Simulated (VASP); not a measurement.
Write the native input for VASP 6.6.1 that does the following.

* Task: single point
* Functional: r2SCAN
* Potentials or basis: VASP PAW PBE potentials, release 64 (Os)
* Cutoff: 520 eV
* k mesh: 13 × 13 × 7
* Occupations: methfessel-paxton, width 0.1 eV
* Spin: no spin polarisation
* Dipole correction: no
* Further INCAR settings: ALGO = Normal; EDIFF = 1e-07; NBANDS = 15

Os:

```
Os
1.0
     2.73938    0.00000    0.00000
    -1.36969    2.37237    0.00000
     0.00000    0.00000    4.31382
Os
2
Direct
  0.33333 0.66667 0.25000
  0.66667 0.33333 0.75000
```

The input as run:

POSCAR

```
Os
1.0
    2.7393806551      0.0000000000      0.0000000000
   -1.3696903275      2.3723732379      0.0000000000
    0.0000000000      0.0000000000      4.3138178725
Os
2
Direct
    0.3333333333      0.6666666667      0.2500000000
    0.6666666667      0.3333333333      0.7500000000
```

INCAR.step1

```
PREC     = Accurate       # precision mode
ENCUT    = 520            # plane-wave cutoff, eV
ISMEAR   = 1              # smearing method
SIGMA    = 0.1            # smearing width, eV
LREAL    = F              # projectors in reciprocal space
LASPH    = T              # aspherical terms in the spheres
NELM     = 80             # most SCF steps
NBANDS   = 15             # bands
GGA      = PE             # functional
ALGO     = Normal         # electronic algorithm
EDIFF    = 1E-4           # SCF threshold, eV
LWAVE    = T              # write WAVECAR
LCHARG   = F              # write CHGCAR
```

INCAR.step2

```
PREC     = Accurate       # precision mode
ENCUT    = 520            # plane-wave cutoff, eV
EDIFF    = 1E-7           # SCF threshold, eV
ISMEAR   = 1              # smearing method
SIGMA    = 0.1            # smearing width, eV
LREAL    = F              # projectors in reciprocal space
LASPH    = T              # aspherical terms in the spheres
NELM     = 80             # most SCF steps
ALGO     = Normal         # electronic algorithm
ISIF     = 2              # what is computed and relaxed
LWAVE    = F              # write WAVECAR
LCHARG   = F              # write CHGCAR
METAGGA  = R2SCAN         # meta-GGA
LMIXTAU  = T            
NBANDS   = 15             # bands
ISTART   = 1
```

KPOINTS

```
Automatic mesh
0
Gamma
  13 13 7
```

Potentials or basis: VASP PAW PBE potentials, release 64 (Os).

Run with:

```sh
$ cat potpaw_PBE.64/Os/POTCAR > POTCAR
$ cp INCAR.step1 INCAR
$ mpirun -np 1 vasp_std > vasp.out
$ cp INCAR.step2 INCAR
$ mpirun -np 1 vasp_std > vasp.out
```

Results of the run:

```
Pressure               : 0.8 GPa
Band gap on the k mesh : zero (band 8 reaches 11.36 eV, above the bottom of band 9 at 7.40 eV)
```

Caveat: the PAW data sets were made with another functional, which shifts forces and pressure a little; spin-orbit coupling is left out, which moves the levels of the heavy elements.

It took 82 s on 1 thread of Intel Xeon 6975P-C, with other jobs on the host, peak memory 0.16 GiB.
